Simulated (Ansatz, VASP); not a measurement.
One calculation of Ti, two programs

INCAR

```
SYSTEM = Ti
PREC = Accurate
ENCUT = 520
EDIFF = 1E-8
ISMEAR = -1
SIGMA = 0.05
LREAL = .FALSE.
LASPH = .TRUE.
NELM = 60
ALGO = Normal
ISIF = 2
LWAVE = .FALSE.
LCHARG = .FALSE.
GGA = PE
LEFG = .TRUE.
NBANDS = 19
```

The input KPOINTS:

```
Automatic mesh
0
G
  11 11 11
  0 0 0
```

POSCAR

```
Ti
1.0
    0.0000000000      2.8676492741      2.8676492741
    2.8676492741      0.0000000000      2.8676492741
    2.8676492741      2.8676492741      0.0000000000
Ti
2
Direct
    0.0000000000      0.0000000000      0.0000000000
    0.2500000000      0.2500000000      0.2500000000
```

Input for Ansatz:

```yaml
crystal:
  lattice:
    - [0.0, 2.8676492741, 2.8676492741]
    - [2.8676492741, 0.0, 2.8676492741]
    - [2.8676492741, 2.8676492741, 0.0]
  atoms:
    - { symbol: Ti, position: [0.0, 0.0, 0.0] }
    - { symbol: Ti, position: [0.25, 0.25, 0.25] }
kpoints:
  mp_grid: { grid: [11, 11, 11] }
scf:
  occupations: { method: fermi_dirac, width: 0.05 }
hamiltonian:
  xc: pbe
  pseudopotentials: { kind: paw }
output:
  forces: true
  stress: true
  eigenvalues: true
  efg: { contact_densities: true }
```

Change from the starting cell: volume scaled by 1.03, PAW files.

Alike in both runs: task electric field gradients; functional PBE; k mesh 11 × 11 × 11; occupations fermi-dirac, width 0.05 eV; no spin polarisation.

|  | VASP | Ansatz |
| --- | --- | --- |
| version | VASP 6.6.1 | Ansatz 0.2.0 |
| potentials or method | VASP PAW PBE potentials, release 64 (Ti_sv) | PAW with Ansatz's default frozen-core files, scalar-relativistic |
| plane-wave cutoff (eV) | 520 | 420 |
| valence electrons in the cell | 24 | 24 |

|  | VASP | Ansatz | Ansatz less VASP |
| --- | --- | --- | --- |
| pressure (GPa) | -1.0 | -1.0 | -0.02 |
